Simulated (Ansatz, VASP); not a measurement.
# Pt: VASP beside Ansatz

```
Pt
1.0
     0.00000    1.95550    1.95550
     1.95550    0.00000    1.95550
     1.95550    1.95550    0.00000
Pt
1
Cartesian
  0.0000 0.0000 0.0000
```

Alike in both runs: task single point; functional r2SCAN; k mesh 12 × 12 × 12; occupations fermi-dirac, width 0.01 eV; no spin polarisation.

|  | VASP | Ansatz |
| --- | --- | --- |
| version | VASP 6.6.1 | Ansatz 0.2.0 |
| potentials or method | VASP PAW PBE potentials, release 64 (Pt), cutoff 550 eV | PAW, plane waves, scalar-relativistic |
| valence electrons in the cell | 10 | 18 |

|  | VASP | Ansatz | Ansatz less VASP |
| --- | --- | --- | --- |
| pressure (GPa) | 7.4 | 6.6 | -0.87 |

VASP's potentials were made for PBE, not for r2SCAN. With one functional, cell and mesh, what is left measures potentials, basis and numerics. VASP's potentials hold 10 valence electrons a cell and Ansatz's 18, so a difference there can come from the potentials and not from the codes.

Spin-orbit coupling is off throughout.
